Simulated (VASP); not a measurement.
# Ta in VASP: a series of runs

Ta is run at these levels: PBE; tasks: single point.

All numbers are computed with VASP 6.6.1; they aren't measurements. Logs are shortened: lines on timing, memory, paths and dates and some standing lists are left out, and cuts for length are marked.

## 1. The cell of the first run

The cell holds a slab with vacuum, 5 atoms: a = 2.875 Å, b = 2.875 Å, c = 25.391 Å, α = 90.00°, β = 90.00°, γ = 109.47°.

## 2. Single point, PBE

INCAR

```
PREC     = Accurate       # precision mode
ENCUT    = 520            # plane-wave cutoff, eV
EDIFF    = 1E-6           # SCF threshold, eV
ISMEAR   = -1             # smearing method
SIGMA    = 0.1            # smearing width, eV
LREAL    = False          # projectors in reciprocal space
LASPH    = True           # aspherical terms in the spheres
NELM     = 80             # most SCF steps
ALGO     = Normal         # electronic algorithm
ISIF     = 2              # what is computed and relaxed
LWAVE    = False          # write WAVECAR
LCHARG   = False          # write CHGCAR
LDIPOL   = True         
IDIPOL   = 3            
DIPOL    = 0.5 0.5 0.500
GGA      = PE             # functional
NBANDS   = 36             # bands
```

KPOINTS

```
Automatic mesh
0
Gamma
  13 13 1
```

POSCAR

```
Ta
1.0
    2.8752873616      0.0000000000      0.0000000000
   -0.9584291205      2.7108469216      0.0000000000
    0.0000000000      0.0000000000     25.3906000000
Ta
5
Direct
    0.0000000000      0.0000000000      0.3150762646
    0.5000000000      0.5000000000      0.4075381320
    0.0000000000      0.0000000000      0.5000000000
    0.5000000000      0.5000000000      0.5924618680
    0.0000000000      0.0000000000      0.6849237354
```

Potentials or basis: VASP PAW PBE potentials, release 64 (Ta_pv).

Run with:

```bash
cat potpaw_PBE.64/Ta_pv/POTCAR > POTCAR
mpirun -np 1 vasp_std > vasp.out
```

OUTCAR:

```text
PREC = Accurate
   ENCUT = 520
   EDIFF = 1E-6
   ISMEAR = -1
   LREAL = False
   LASPH = True
   NELM = 80
   ISIF = 2
   GGA = PE

 ion  position               nearest neighbor table
   1  0.000  0.000  0.315-   2 2.88   2 2.88   2 3.32   2 3.32
   2  0.500  0.500  0.408-   1 2.88   1 2.88   3 2.88   3 2.88   1 3.32   1 3.32   3 3.32   3 3.32

   3  0.000  0.000  0.500-   2 2.88   4 2.88   2 2.88   4 2.88   2 3.32   4 3.32   2 3.32   4 3.32

   4  0.500  0.500  0.592-   5 2.88   5 2.88   3 2.88   3 2.88   5 3.32   5 3.32   3 3.32   3 3.32

   5  0.000  0.000  0.685-   4 2.88   4 2.88   4 3.32   4 3.32

  LATTYP: Found a base centered orthorhombic cell.
 ALAT       =     3.3200958644
 B/A-ratio  =     1.4142135624
 C/A-ratio  =     7.6475502627

  Lattice vectors:

 A1 = (   2.8752873616,   0.0000000000,   0.0000000000)
 A2 = (  -0.9584291205,   2.7108469216,   0.0000000000)
 A3 = (   0.0000000000,   0.0000000000,  25.3906000000)

Analysis of symmetry for initial positions (statically):
=====================================================================
 Subroutine PRICEL returns:
 Original cell was already a primitive cell.

 Routine SETGRP: Setting up the symmetry group for a
 base centered orthorhombic supercell.

 Subroutine GETGRP returns: Found  8 space group operations
 (whereof  8 operations were pure point group operations)
 out of a pool of  8 trial point group operations.

The static configuration has the point symmetry D_2h.

Analysis of symmetry for dynamics (positions and initial velocities):
=====================================================================
 Subroutine PRICEL returns:
 Original cell was already a primitive cell.

 Routine SETGRP: Setting up the symmetry group for a
 base centered orthorhombic supercell.

 Subroutine GETGRP returns: Found  8 space group operations
 (whereof  8 operations were pure point group operations)
 out of a pool of  8 trial point group operations.

The dynamic configuration has the point symmetry D_2h.

 Subroutine INISYM returns: Found  8 space group operations
 (whereof  8 operations are pure point group operations),
 and found     1 'primitive' translations

----------------------------------------------------------------------------------------

                                     Primitive cell

  volume of cell :     197.9061

  direct lattice vectors                    reciprocal lattice vectors
     2.875287362  0.000000000  0.000000000     0.347791325  0.122962802  0.000000000
    -0.958429120  2.710846922  0.000000000     0.000000000  0.368888406  0.000000000
     0.000000000  0.000000000 25.390600000     0.000000000  0.000000000  0.039384654

  length of vectors
     2.875287362  2.875287362 25.390600000     0.368888406  0.368888406  0.039384654

  position of ions in fractional coordinates (direct lattice)
     0.000000000  0.000000000  0.315076265
     0.500000000  0.500000000  0.407538132
     0.000000000  0.000000000  0.500000000
     0.500000000  0.500000000  0.592461868
     0.000000000  0.000000000  0.684923735

  ion indices of the primitive-cell ions
   primitive index   ion index
                 1           1
                 2           2
                 3           3
                 4           4
                 5           5

----------------------------------------------------------------------------------------

 KPOINTS: Automatic mesh

Automatic generation of k-mesh.
 Grid dimensions read from file:
 generate k-points for:   13   13    1

 Generating k-lattice:

  Cartesian coordinates                     Fractional coordinates (reciprocal lattice)
     0.026753179  0.009458677  0.000000000     0.076923077 -0.000000000  0.000000000
     0.000000000  0.028376031  0.000000000     0.000000000  0.076923077  0.000000000
     0.000000000  0.000000000  0.039384654     0.000000000  0.000000000  1.000000000

  Length of vectors
     0.028376031  0.028376031  0.039384654

  Shift w.r.t. Gamma in fractional coordinates (k-lattice)
     0.000000000  0.000000000  0.000000000

 Subroutine IBZKPT returns following result:
 ===========================================

 Found     49 irreducible k-points:

 Following reciprocal coordinates:
            Coordinates               Weight
  0.000000  0.000000  0.000000      1.000000
  0.076923  0.000000  0.000000      4.000000
  0.153846  0.000000  0.000000      4.000000
  0.230769  0.000000  0.000000      4.000000
  0.307692  0.000000  0.000000      4.000000
  0.384615  0.000000  0.000000      4.000000
[... 16 lines left out ...]
  0.384615  0.153846  0.000000      4.000000
  0.461538  0.153846  0.000000      4.000000
 [... further k-points ...]
   k-points           NKPTS =     49   k-points in BZ     NKDIM =     49   number of bands    NBANDS=     36
   number of dos      NEDOS =    301   number of ions     NIONS =      5
   total plane-waves  NPLWV = 110592
   dimension x,y,z NGX =    24 NGY =   24 NGZ =  192
   dimension x,y,z NGXF=    48 NGYF=   48 NGZF=  384
   ions per type =               5
   NGX,Y,Z   is equivalent  to a cutoff of  13.88, 13.88, 12.57 a.u.
   NGXF,Y,Z  is equivalent  to a cutoff of  27.75, 27.75, 25.14 a.u.
 SYSTEM =  unknown system
   PREC   = accura    normal or accurate (medium, high low for compatibility)
   ISTART =      0    job   : 0-new  1-cont  2-samecut
   ICHARG =      2    charge: 1-file 2-atom 10-const
   ISPIN  =      1    spin polarized calculation?
   LNONCOLLINEAR =      F non collinear calculations
   LSORBIT =      F    spin-orbit coupling
   LASPH  =      T    aspherical Exc in radial PAW
   ENCUT  =  520.0 eV  38.22 Ry    6.18 a.u.   5.35  5.35 47.21*2*pi/ulx,y,z
   NELM   =     80;   NELMIN=  2; NELMDL= -5     # of ELM steps
   EDIFF  = 0.1E-05   stopping-criterion for ELM
   LREAL  =      F    real-space projection
   EDIFFG = 0.1E-04   stopping-criterion for IOM
   NSW    =      0    number of steps for IOM
   IBRION =     -1    ionic relax: 0-MD 1-quasi-New 2-CG
   NFREE  =      0    steps in history (QN), initial steepest desc. (CG)
   ISIF   =      2    stress and relaxation
   ISYM   =      2    0-nonsym 1-usesym 2-fastsym
   POTIM  = 0.5000    time-step for ionic-motion
   TEBEG  =    0.0;   TEEND  =   0.0 temperature during run
   PSTRESS=    0.0 pullay stress
   NELECT =      55.0000    total number of electrons
   NUPDOWN=      -1.0000    fix difference up-down
   EMIN   =  10.00;   EMAX   =-10.00  energy-range for DOS
   EFERMI =   0.00;   METHOD = LEGACY
   ISMEAR =    -1;   SIGMA  =   0.10  broadening in eV -4-tet -1-fermi 0-gaus
   EFERMI_NEDOS =   21; number of points for ismear=-14 and -15
   IALGO  =     38    algorithm
   IMIX   =      4    mixing-type and parameters
     AMIX     =   0.40;   BMIX     =  1.00
     AMIX_MAG =   1.60;   BMIX_MAG =  1.00
  volume/ion in A,a.u.               =      39.58       267.11
  Fermi-wavevector in a.u.,A,eV,Ry     =   1.068340  2.018869 15.529002  1.141349
  Thomas-Fermi vector in A             =   2.203985
   LORBIT       =      0    0 simple, 1 ext, 2 COOP (PROOUT), +10 PAW based schemes
   GGA     = PE    functional components
   LHFCALC =     F    Hartree Fock is set to
   AEXX    =    0.0000 exact exchange contribution
   IVDW    =     0    specifies the selected vdW correction
   LEPSILON=     F    determine dielectric tensor
   LRPA    =     F    only Hartree local field effects (RPA)
 non-spin polarized calculation
  energy-cutoff  :      520.00
  volume of cell :      197.91
 maximum number of plane-waves:      5372
 NGX is ok and might be reduce to    24
   NGX = 11   NGY = 11   NGZ = 95

 number of electron      54.9999994 magnetization

 dipolmoment           0.000000      0.000000     -0.000000 electrons x Angstroem

 Free energy of the ion-electron system (eV)
  ---------------------------------------------------
  ext. energy  EPLUGINS =         0.00000000
  ---------------------------------------------------
  free energy    TOTEN  =       -56.82391109 eV

  energy without entropy =      -56.58950168  energy(sigma->0) =      -56.70670638

 E-fermi :   0.0822     XC(G=0):  -6.6561

 val. band max:        0.0800952457   @ k =   0.3846   0.2308   0.0000
 cond. band min:       0.0866419763   @ k =  -0.3846   0.0769   0.0000
 fundamental gap:      0.0065467305
 Fermi energy:         0.0822385961

 k-point     1 :       0.0000    0.0000    0.0000
  band No.  band energies     occupation
      1     -34.3069      2.00000
      2     -34.2575      2.00000
      3     -33.9092      2.00000
      4     -33.6580      2.00000
      5     -33.6560      2.00000
      6     -33.5607      2.00000
[... 28 lines left out ...]
     35       3.3322      0.00000
     36       3.3664      0.00000

 k-point     2 :       0.0769    0.0000    0.0000
  band No.  band energies     occupation
      1     -34.2930      2.00000
      2     -34.2496      2.00000
      3     -33.9137      2.00000
      4     -33.6966      2.00000
      5     -33.6747      2.00000
      6     -33.5612      2.00000
[... 28 lines left out ...]
     35       3.1855      0.00000
     36       3.3945      0.00000

 k-point     3 :       0.1538    0.0000    0.0000
  band No.  band energies     occupation
      1     -34.2550      2.00000
      2     -34.2286      2.00000
      3     -33.9362      2.00000
      4     -33.8048      2.00000
      5     -33.7451      2.00000
      6     -33.5929      2.00000
[... 28 lines left out ...]
     35       3.0587      0.00000
     36       3.2200      0.00000
[... 742 lines left out ...]
 k-point    23 :       0.3846    0.1538    0.0000
  band No.  band energies     occupation
      1     -34.2944      2.00000
      2     -34.2856      2.00000
      3     -34.1918      2.00000
      4     -34.1543      2.00000
      5     -33.9862      2.00000
      6     -33.8874      2.00000
[... 28 lines left out ...]
     35       3.8829      0.00000
     36       3.9420      0.00000

 k-point    24 :       0.4615    0.1538    0.0000
  band No.  band energies     occupation
      1     -34.3489      2.00000
      2     -34.3437      2.00000
      3     -34.2080      2.00000
      4     -34.1738      2.00000
      5     -34.0288      2.00000
      6     -33.9257      2.00000
[... 28 lines left out ...]
     35       3.8049      0.00000
     36       3.8340      0.00000

 [... further k-points ...]

------------------------ aborting loop because EDIFF is reached ----------------------------------------

 vacuum level on the upper side and lower side of the slab       (xc-potential included)        -0.196        -0.196

  FORCE on cell =-STRESS in cart. coord.  units (eV):
  Direction    XX          YY          ZZ          XY          YZ          ZX
  --------------------------------------------------------------------------------------
  -------------------------------------------------------------------------------------
  Total       -4.1330980     -4.1278595     -2.7373451      0.0074083      0.0000000      0.0000000
  in kB      -33.4600876    -33.4176788    -22.1605696      0.0599752      0.0000000      0.0000000
  external PRESSURE =     -29.6794453 kB  Pullay stress =       0.0000000 kB

 VOLUME and BASIS-vectors are now :
 -----------------------------------------------------------------------------
  energy-cutoff  :      520.00
  volume of cell :      197.91
      direct lattice vectors                 reciprocal lattice vectors
     2.875287362  0.000000000  0.000000000     0.347791325  0.122962802  0.000000000
    -0.958429120  2.710846922  0.000000000     0.000000000  0.368888406  0.000000000
     0.000000000  0.000000000 25.390600000     0.000000000  0.000000000  0.039384654

 POSITION                                       TOTAL-FORCE (eV/Angst)
 -----------------------------------------------------------------------------------
      0.00000      0.00000      7.99998        -0.000000      0.000000      0.504057
      0.95843      1.35542     10.34764         0.000000      0.000000     -0.431899
      0.00000      0.00000     12.69530         0.000000      0.000000      0.000000
      0.95843      1.35542     15.04296        -0.000000      0.000000      0.431899
      0.00000      0.00000     17.39062        -0.000000      0.000000     -0.504057
 -----------------------------------------------------------------------------------
    total drift:                                0.000000     -0.000000      0.000000

  FREE ENERGIE OF THE ION-ELECTRON SYSTEM (eV)
  ---------------------------------------------------
  free  energy   TOTEN  =       -56.8239110920 eV

  energy  without entropy=      -56.5895016775  energy(sigma->0) =      -56.70670638

 vacuum level on the upper side and lower side of the slab         4.705         4.705
```

It took 6.4 min on 1 thread of Intel Xeon Platinum 8488C (Sapphire Rapids), shared host; peak memory 0.46 GiB.

What came out:

```
Free energy            : -56.8239 eV
Largest force          : 0.504 eV/Å
Band gap on the k mesh : zero (an odd number of electrons rules out a gap without spin polarisation)
```

Forces in eV/Å, atoms in the order of the input:
```
Ta   0.000  0.000  0.504
Ta   0.000  0.000 -0.432
Ta   0.000  0.000  0.000
Ta   0.000  0.000  0.432
Ta   0.000  0.000 -0.504
```

Caveat: spin-orbit coupling is left out, which moves the levels of the heavy elements.

## 3. Single point, PBE

INCAR

```
PREC = Accurate
ENCUT = 520
EDIFF = 1E-7
ISMEAR = -1
SIGMA = 0.1
LREAL = False
LASPH = True
NELM = 60
ALGO = Normal
ISIF = 2
LWAVE = False
LCHARG = False
LDIPOL = True
IDIPOL = 3
DIPOL = 0.5 0.5 0.500
GGA = PE
NBANDS = 36
```

KPOINTS

```
regular mesh
0
Gamma
  13 13 1
```

POSCAR

```
Ta
1.0
    2.8752873616      0.0000000000      0.0000000000
   -0.9584291205      2.7108469216      0.0000000000
    0.0000000000      0.0000000000     25.3906000000
Ta
5
Direct
    0.0000000000      0.0000000000      0.3191703391
    0.5000000000      0.5000000000      0.4075846787
    0.0000000000      0.0000000000      0.5000000013
    0.5000000000      0.5000000000      0.5924153172
    0.0000000000      0.0000000000      0.6808296637
```

Potentials or basis: VASP PAW PBE potentials, release 64 (Ta_pv).

Run with:

```bash
cat potpaw_PBE.64/Ta_pv/POTCAR > POTCAR
mpirun -np 1 vasp_std > vasp.out
```

Wall time 7.3 min (1 thread of Intel Xeon Platinum 8488C (Sapphire Rapids), shared host); peak memory 0.47 GiB.

The run converged. Its results:

```
Free energy            : -56.8787 eV
Largest force          : 0.005 eV/Å
Band gap on the k mesh : zero (an odd number of electrons rules out a gap without spin polarisation)
```

Forces on the atoms (eV/Å):
```
Ta   0.000  0.000 -0.005
Ta   0.000  0.000 -0.004
Ta   0.000  0.000  0.000
Ta   0.000  0.000  0.004
Ta   0.000  0.000  0.005
```

Levels at points of the mesh, in eV from the Fermi level:
```csv
k point,band 24,band 25,band 26,band 27,band 28,band 29,band 30,band 31
"(0.00, 0.00, 0.00)",-0.44,-0.36,0.05,0.40,0.47,0.56,0.85,0.85
```

Caveat: spin-orbit coupling is left out, which moves the levels of the heavy elements.
